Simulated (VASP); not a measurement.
Here is a VASP 6.6.1 calculation.

INCAR

```
SYSTEM = Pb
PREC = Accurate ; ENCUT = 520
EDIFF = 1E-6 ; ISMEAR = 0
SIGMA = 0.1 ; LREAL = .FALSE.
LASPH = .TRUE. ; NELM = 60
ALGO = Normal ; ISIF = 2
LWAVE = .FALSE. ; LCHARG = .FALSE.
GGA = PS ; NBANDS = 13
```

The input KPOINTS:

```
regular mesh
0
G
  14 14 14
  0 0 0
```

File POSCAR:

```
Pb
1.0
    0.0000000000      2.4165483046      2.4165483046
    2.4165483046      0.0000000000      2.4165483046
    2.4165483046      2.4165483046      0.0000000000
Pb
1
Direct
    0.0000000000      0.0000000000      0.0000000000
```

Potentials or basis: VASP PAW PBE potentials, release 64 (Pb_d).

Command:

```console
$ cat potpaw_PBE.64/Pb_d/POTCAR > POTCAR
$ mpirun -np 1 vasp_std > vasp.out
```

**Question.** Estimate the pressure.

**Answer.** 3.4 GPa.

**Question.** Predict the band gap on the k mesh.

**Answer.** Zero (band 7 reaches 15.92 eV, above the bottom of band 8 at 6.21 eV).

Caveat: the PAW data sets were made with another functional, which shifts forces and pressure a little; spin-orbit coupling is left out, which moves the levels of the heavy elements.
